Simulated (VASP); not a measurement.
# ZrB (I4/mmm) in VASP: further runs, part 2 of 2

VASP 6.6.1.

## (3) Single point, PBEsol

This run uses another cell than the first one, of the same volume but with other edges.

Contents of INCAR:

```
SYSTEM = ZrB
  ALGO = Normal
  EDIFF = 1E-7
  ENCUT = 520
  GGA = PS
  ISIF = 2
  ISMEAR = 0
  LASPH = .True.
  LCHARG = .False.
  LREAL = .False.
  LWAVE = .False.
  NBANDS = 14
  NELM = 80
  PREC = Accurate
  SIGMA = 0.15
```

Contents of KPOINTS:

```
k-points
0
Gamma
  20 20 20
  0 0 0
```

Contents of POSCAR:

```
ZrB
1.0
    0.0000000000      2.3905271553      2.1992849829
    2.3905271553      0.0000000000      2.1992849829
    2.3905271553      2.3905271553      0.0000000000
Zr B
1 1
Direct
    0.0000000000      0.0000000000      0.0000000000
    0.5000000000      0.5000000000      0.5000000000
```

Potentials or basis: VASP PAW PBE potentials, release 64 (Zr_sv, B).

The run is started by

```sh
> cat potpaw_PBE.64/Zr_sv/POTCAR potpaw_PBE.64/B/POTCAR > POTCAR
> mpirun -np 1 vasp_std > vasp.out
```

OUTCAR:

```text
SYSTEM = ZrB
   EDIFF = 1E-7
   ENCUT = 520
   GGA = PS
   ISIF = 2
   ISMEAR = 0
   LASPH = .True.
   LREAL = .False.
   NELM = 80
   PREC = Accurate

 ion  position               nearest neighbor table
   1  0.000  0.000  0.000-   2 2.20   2 2.20   2 2.39   2 2.39   2 2.39   2 2.39
   2  0.500  0.500  0.500-   1 2.20   1 2.20   1 2.39   1 2.39   1 2.39   1 2.39

  LATTYP: Found a body centered tetragonal cell.
 ALAT       =     3.3807159242
 C/A-ratio  =     1.3010764774

  Lattice vectors:

 A1 = (   0.0000000000,  -2.3905271553,  -2.1992849829)
 A2 = (   0.0000000000,   2.3905271553,  -2.1992849829)
 A3 = (   2.3905271553,   0.0000000000,   2.1992849829)

Analysis of symmetry for initial positions (statically):
=====================================================================
 Subroutine PRICEL returns:
 Original cell was already a primitive cell.

 Routine SETGRP: Setting up the symmetry group for a
 body centered tetragonal supercell.

 Subroutine GETGRP returns: Found 16 space group operations
 (whereof 16 operations were pure point group operations)
 out of a pool of 16 trial point group operations.

The static configuration has the point symmetry D_4h.

Analysis of symmetry for dynamics (positions and initial velocities):
=====================================================================
 Subroutine PRICEL returns:
 Original cell was already a primitive cell.

 Routine SETGRP: Setting up the symmetry group for a
 body centered tetragonal supercell.

 Subroutine GETGRP returns: Found 16 space group operations
 (whereof 16 operations were pure point group operations)
 out of a pool of 16 trial point group operations.

The dynamic configuration has the point symmetry D_4h.

 Subroutine INISYM returns: Found 16 space group operations
 (whereof 16 operations are pure point group operations),
 and found     1 'primitive' translations

----------------------------------------------------------------------------------------

                                     Primitive cell

[... 121 lines left out ...]
 non-spin polarized calculation
 Gauss-broadening in eV      SIGMA  =   0.15
  energy-cutoff  :      520.00
  volume of cell :       25.14
 maximum number of plane-waves:       708
   NGX = 13   NGY = 13   NGZ = 13

 number of electron      15.0000000 magnetization

 Free energy of the ion-electron system (eV)
  ---------------------------------------------------
  ext. energy  EPLUGINS =         0.00000000
  ---------------------------------------------------
  free energy    TOTEN  =       -16.44842256 eV

  energy without entropy =      -16.43436458  energy(sigma->0) =      -16.44139357

 E-fermi :   8.9757     XC(G=0): -12.3198

 val. band max:        8.9731586646   @ k =  -0.4000   0.4500   0.1000
 cond. band min:       8.9769411655   @ k =  -0.3500   0.0500   0.4000
 fundamental gap:      0.0037825009
 Fermi energy:         8.9757243577

 k-point     1 :       0.0000    0.0000    0.0000
  band No.  band energies     occupation
      1     -37.7576      2.00000
      2     -15.6086      2.00000
      3     -15.4984      2.00000
      4     -15.4984      2.00000
      5       0.6097      2.00000
      6      10.5093      0.00000
      7      10.5093      0.00000
      8      11.4609      0.00000
      9      12.1340      0.00000
     10      12.5354      0.00000
     11      12.5354      0.00000
     12      12.7986      0.00000
     13      13.2749      0.00000
     14      20.0811      0.00000
[... 377 lines left out ...]
      1     -37.6545      2.00000
      2     -16.3468      2.00000
      3     -15.6238      2.00000
      4     -15.6226      2.00000
      5       3.4265      2.00000
      6       6.4978      2.00000
      7       7.6628      2.00000
      8       8.2880      2.00000
      9      13.5846      0.00000
     10      13.8461      0.00000
     11      14.8204      0.00000
     12      19.4520      0.00000
     13      20.4112      0.00000
     14      20.7690      0.00000

 [... further k-points ...]

------------------------ aborting loop because EDIFF is reached ----------------------------------------

  FORCE on cell =-STRESS in cart. coord.  units (eV):
  Direction    XX          YY          ZZ          XY          YZ          ZX
  --------------------------------------------------------------------------------------
  -------------------------------------------------------------------------------------
  Total        2.8208167      2.8208167      8.8307399      0.0000000      0.0000000     -0.0000000
  in kB      179.7987131    179.7987131    562.8709176      0.0000000      0.0000000     -0.0000000
  external PRESSURE =     307.4894479 kB  Pullay stress =       0.0000000 kB

 VOLUME and BASIS-vectors are now :
 -----------------------------------------------------------------------------
  energy-cutoff  :      520.00
  volume of cell :       25.14
      direct lattice vectors                 reciprocal lattice vectors
     0.000000000  2.390527155  2.199284983    -0.209158887  0.209158887  0.227346617
     2.390527155  0.000000000  2.199284983     0.209158887 -0.209158887  0.227346617
     2.390527155  2.390527155  0.000000000     0.209158887  0.209158887 -0.227346617

 POSITION                                       TOTAL-FORCE (eV/Angst)
 -----------------------------------------------------------------------------------
      0.00000      0.00000      0.00000         0.000000      0.000000      0.000000
      2.39053      2.39053      2.19928        -0.000000     -0.000000      0.000000
 -----------------------------------------------------------------------------------
    total drift:                                0.000000     -0.000000     -0.000000

  FREE ENERGIE OF THE ION-ELECTRON SYSTEM (eV)
  ---------------------------------------------------
  free  energy   TOTEN  =       -16.4484225642 eV

  energy  without entropy=      -16.4343645846  energy(sigma->0) =      -16.44139357
```

stdout:

```text
POSCAR found type information on POSCAR ZrB
 POSCAR found :  2 types and       2 ions
 scaLAPACK will be used
 -----------------------------------------------------------------------------
|                                                                             |
|                                                                             |
|     You enforced a specific xc type in the INCAR file but a different       |
|     I HOPE YOU KNOW WHAT YOU ARE DOING!                                     |
|                                                                             |
 -----------------------------------------------------------------------------

 LDA part: xc-table for (Slater+PW92), standard interpolation
 POSCAR, INCAR and KPOINTS ok, starting setup
 FFT: planning ... GRIDC
 FFT: planning ... GRID_SOFT
 FFT: planning ... GRID
 WAVECAR not read
 entering main loop
```

Wall time 1.9 min (1 thread of Intel Xeon Platinum 8488C (Sapphire Rapids), shared host); peak memory 0.34 GiB.

Results:

```yaml
Free_energy: -16.4484 eV
Pressure: 30.7 GPa
Band_gap_on_the_k_mesh: zero (an odd number of electrons rules out a gap without spin polarisation)
```

Levels at points of the mesh, in eV from the Fermi level:
```
           k point  band 5  band 6  band 7  band 8  band 9  band 10  band 11  band 12
(0.00, 0.00, 0.00)   -8.37    1.53    1.53    2.49    3.16     3.56     3.56     3.82
(0.50, 0.00, 0.00)   -4.28   -3.54   -1.66   -1.42    5.38     6.08     7.44     8.13
(0.50, 0.50, 0.00)   -6.52   -1.31    0.47    2.11    2.11     5.57     6.78     6.78
(0.50, 0.00, 0.50)   -6.56   -1.17   -0.68    2.44    3.09     5.20     6.45     7.17
```

Caveat: the stress differs along the axes, from 18 to 56 GPa; the PAW data sets were made with another functional, which shifts forces and pressure a little; an odd number of electrons without spin polarisation forces a metal; a magnetic or distorted state may lie lower.

## (4) Single point, PBEsol

This run uses another cell than the first one, of the same volume but with other edges.

Contents of INCAR:

```
PREC = Accurate ; ENCUT = 520
EDIFF = 1E-7 ; ISMEAR = 0
SIGMA = 0.15 ; LREAL = F
LASPH = T ; NELM = 100
ALGO = Normal ; ISIF = 2
LWAVE = F ; LCHARG = T
GGA = PS ; LELF = T
LVHAR = T ; NBANDS = 14
```

Contents of KPOINTS:

```
Automatic mesh
0
Gamma
  20 20 20
```

Contents of POSCAR:

```
ZrB
1.0
    0.0000000000      2.2522956368      2.4775252005
    2.2522956368      0.0000000000      2.4775252005
    2.2522956368      2.2522956368      0.0000000000
Zr B
1 1
Direct
    0.0000000000      0.0000000000      0.0000000000
    0.5000000000      0.5000000000      0.5000000000
```

The run is started by

```sh
> cat potpaw_PBE.64/Zr_sv/POTCAR potpaw_PBE.64/B/POTCAR > POTCAR
> mpirun -np 1 vasp_std > vasp.out
```

Wall time 2.4 min (1 thread of Intel Xeon Platinum 8488C (Sapphire Rapids), shared host); peak memory 0.34 GiB.

The run converged. Its results:

* Free energy: -16.3964 eV
* Pressure: 32.1 GPa
* Band gap on the k mesh: zero (an odd number of electrons rules out a gap without spin polarisation)

Stress tensor (GPa, compression positive):
```
46.82  0.00  0.00
 0.00 46.82  0.00
 0.00  0.00  2.80
```

Levels at points of the mesh, in eV from the Fermi level:
```
           k point  band 5  band 6  band 7  band 8  band 9  band 10  band 11  band 12
(0.00, 0.00, 0.00)   -8.33    1.14    2.27    2.27    2.87     3.38     4.06     4.06
(0.50, 0.00, 0.00)   -4.25   -3.49   -1.69   -1.37    5.48     6.07     7.49     8.12
(0.50, 0.50, 0.00)   -6.55   -1.15   -1.05    3.01    3.01     5.39     6.84     6.84
(0.50, 0.00, 0.50)   -6.51   -1.20    0.14    2.09    2.66     5.33     6.23     7.42
```

Caveat: the stress differs along the axes, from 3 to 47 GPa; the PAW data sets were made with another functional, which shifts forces and pressure a little; an odd number of electrons without spin polarisation forces a metal; a magnetic or distorted state may lie lower.

## (5) The runs side by side

| cell | gap on the mesh (eV) | pressure (GPa) |
| --- | --- | --- |
| a = 3.494, b = 3.494, c = 3.013 Å, angles 64.5, 64.5, 51.1°, 2 atoms | none | 46.1 |
| a = 3.248, b = 3.248, c = 3.381 Å, angles 58.6, 58.6, 62.7°, 2 atoms | none | 30.7 |
| a = 3.348, b = 3.348, c = 3.185 Å, angles 61.6, 61.6, 56.8°, 2 atoms | none | 32.1 |

Alike in all rows: task single point; level PBEsol; potentials or basis VASP PAW PBE potentials, release 64 (Zr_sv, B); no spin polarisation; k mesh 20 × 20 × 20; cutoff (eV) 520; smearing gaussian 0.15 eV.

Caveats: the PAW data sets were made with another functional, which shifts forces and pressure a little; an odd number of electrons without spin polarisation forces a metal; a magnetic or distorted state may lie lower; the stress differs along the axes, from -21 to 79 GPa (at least some runs); the stress differs along the axes, from 18 to 56 GPa (at least some runs); the stress differs along the axes, from 3 to 47 GPa (at least some runs).

Total energies depend on the potentials used, so only differences within one code and one set of settings carry meaning.
